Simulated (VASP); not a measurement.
The system is Zn4O.

```
Zn O
1.0
     3.10684    0.00000    0.00000
    -1.55342    2.69060    0.00000
     0.00000    0.00000    8.77397
Zn O
4 1
Direct
  0.66667 0.33333 0.02424
  0.00000 0.00000 0.69984
  0.33333 0.66667 0.45857
  0.00000 0.00000 0.23792
  0.66667 0.33333 0.80395
```

The cell was built from a structure type or drawn by symmetry, and may not be a known phase.

- Program: VASP 6.6.1
- Task: relaxation of cell and atoms
- Functional: PBE
- Potentials or basis: VASP PAW PBE potentials, release 64 (Zn, O)
- Cutoff: 600 eV
- k mesh: 12 × 12 × 4
- Occupations: gaussian, width 0.1 eV
- Spin: no spin polarisation

At the start: pressure 0.3 GPa; volume 14.67 Å³/atom.

How do energy, volume and symmetry change on relaxing?

Over 10 steps the energy falls by 8.5 meV/atom and the volume is 14.53 Å³/atom (-1.0 %); space group P3m1 (No. 156, to 0.1 Å) before and after.

The path:
| step | energy change (eV) | largest force (eV/Å) | pressure (GPa) | volume (Å³) |
| --- | --- | --- | --- | --- |
| 1 | 0.0000 | 0.2409 | 0.34 | 73.34 |
| 2 | -0.0205 | 0.2719 | -0.49 | 73.66 |
| 3 | -0.0295 | 0.3782 | -1.50 | 74.09 |
| 4 | -0.0404 | 0.1440 | -0.74 | 73.22 |
| 5 | -0.0414 | 0.0717 | -0.27 | 72.80 |
| 6 | -0.0414 | 0.0789 | -0.30 | 72.86 |
| 7 | -0.0425 | 0.0301 | -0.08 | 72.73 |
| 8 | -0.0425 | 0.0329 | -0.02 | 72.69 |
| 9 | -0.0426 | 0.0146 | -0.01 | 72.66 |
| 10 | -0.0426 | 0.0049 | -0.01 | 72.64 |

Final structure:
```xyz
5
Lattice="3.0449 0.0000 0.0000 -1.5225 2.6370 0.0000 0.0000 0.0000 9.0472" Properties=species:S:1:pos:R:3 pbc="T T T"
Zn    1.5225    0.8790    0.1729
Zn    0.0000    0.0000    6.3301
Zn    0.0000    1.7580    4.1921
Zn    0.0000    0.0000    2.1392
O     1.5225    0.8790    7.2915
```
